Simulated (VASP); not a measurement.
Set up this calculation in VASP 6.6.1, as the native input.

| Property | Result |
| --- | --- |
| Task | single point |
| Functional | PBE |
| Potentials or basis | VASP PAW PBE potentials, release 64 (Zn, S) |
| Cutoff | 520 eV |
| k mesh | 8 × 8 × 2 |
| Occupations | gaussian, width 0.05 eV |
| Spin | no spin polarisation |
| Dipole correction | no |
| Further INCAR settings | ALGO = Normal; EDIFF = 1e-07; NBANDS = 46 |

The structure of ZnS lies in POSCAR:

```
ZnS
1.0
   -3.8467234434      0.0000000000      0.0000000000
   -1.9233617217     -3.3313602233      0.0000000000
   -1.9231693855     -1.1103423624     12.5902250239
Zn S
4 4
Direct
   -0.2187282406     -0.2187282406      0.6562503469
   -0.0520782406     -0.0520782406      0.1562503469
    0.0312887029      0.0312887029      0.9062245137
    0.5312720363      0.5312720363      0.4062245137
   -0.2811351163     -0.2811351163      0.8434896978
   -0.1144851163      0.8855148837      0.3434896978
    0.3020579807      0.3020579807      0.0938354415
    0.4687413140      0.4687413140      0.5938354415
```

This cell differs from its parent crystal: the part above a cut slid along it.

The input as run:

INCAR

```
PREC = Accurate
ENCUT = 520
EDIFF = 1E-7
ISMEAR = 0
SIGMA = 0.05
LREAL = False
LASPH = True
NELM = 80
ALGO = Normal
ISIF = 2
LWAVE = False
LCHARG = True
GGA = PE
LELF = True
LVHAR = True
NBANDS = 46
```

KPOINTS

```
Automatic mesh
0
Gamma
  8 8 2
```

Potentials or basis: VASP PAW PBE potentials, release 64 (Zn, S).

Command:

```bash
$ cat potpaw_PBE.64/Zn/POTCAR potpaw_PBE.64/S/POTCAR > POTCAR
$ mpirun -np 1 vasp_std > vasp.out
```

Results of the run:

```
Pressure               : -0.6 GPa
Largest force          : 0.449 eV/Å
Band gap on the k mesh : 1.45 eV (least direct gap 1.45 eV)
```

Caveat: the cell differs from its parent crystal (the part above a cut slid along it).

It took 3.4 min on 1 thread of Intel(R) Xeon(R) 6975P-C (Granite Rapids), on a shared host, peak memory 0.41 GiB.
